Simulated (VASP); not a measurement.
Write the native input for VASP 6.6.1 that does the following.

- Task: single point
- Functional: r2SCAN
- Potentials or basis: VASP PAW PBE potentials, release 64 (Na_pv)
- Cutoff: 520 eV
- k mesh: 18 × 18 × 18
- Occupations: gaussian, width 0.1 eV
- Spin: no spin polarisation
- Dipole correction: no
- Further INCAR settings: ALGO = Normal; EDIFF = 1e-06; NBANDS = 10

The system is Na.

```
Na
1.0
     2.98722    1.72467    1.21829
    -2.98722    1.72467    1.21829
     0.00000   -3.44935    1.21829
Na
1
Direct
  0.50000 0.50000 0.50000
```

The input as run:

POSCAR

```
Na
1.0
    2.9872228821      1.7246739351      1.2182913818
   -2.9872228821      1.7246739351      1.2182913818
    0.0000000000     -3.4493478702      1.2182913818
Na
1
Direct
    0.5000000000      0.5000000000      0.5000000000
```

INCAR.step1

```
PREC = Accurate ; ENCUT = 520
ISMEAR = 0 ; SIGMA = 0.1
LREAL = False ; LASPH = True
NELM = 100 ; NBANDS = 10
GGA = PE ; ALGO = Normal
EDIFF = 1E-4 ; LWAVE = True
LCHARG = False
```

INCAR.step2

```
PREC = Accurate ; ENCUT = 520
EDIFF = 1E-6 ; ISMEAR = 0
SIGMA = 0.1 ; LREAL = False
LASPH = True ; NELM = 100
ALGO = Normal ; ISIF = 2
LWAVE = False ; LCHARG = True
METAGGA = R2SCAN ; LMIXTAU = True
LELF = True ; LVHAR = True
NBANDS = 10 ; ISTART = 1
```

KPOINTS

```
Automatic mesh
0
Gamma
  18 18 18
```

Potentials or basis: VASP PAW PBE potentials, release 64 (Na_pv).

Launch:

```bash
$ cat potpaw_PBE.64/Na_pv/POTCAR > POTCAR
$ cp INCAR.step1 INCAR
$ mpirun -np 1 vasp_std > vasp.out
$ cp INCAR.step2 INCAR
$ mpirun -np 1 vasp_std > vasp.out
```

Results of the run:

* Pressure: 0.1 GPa
* Band gap on the k mesh: zero (an odd number of electrons rules out a gap without spin polarisation)

Caveat: the PAW data sets were made with another functional, which shifts forces and pressure a little.

Run time: 9.6 min on 1 thread of Intel Xeon 8259CL, with other jobs on the host, peak memory 0.3 GiB.
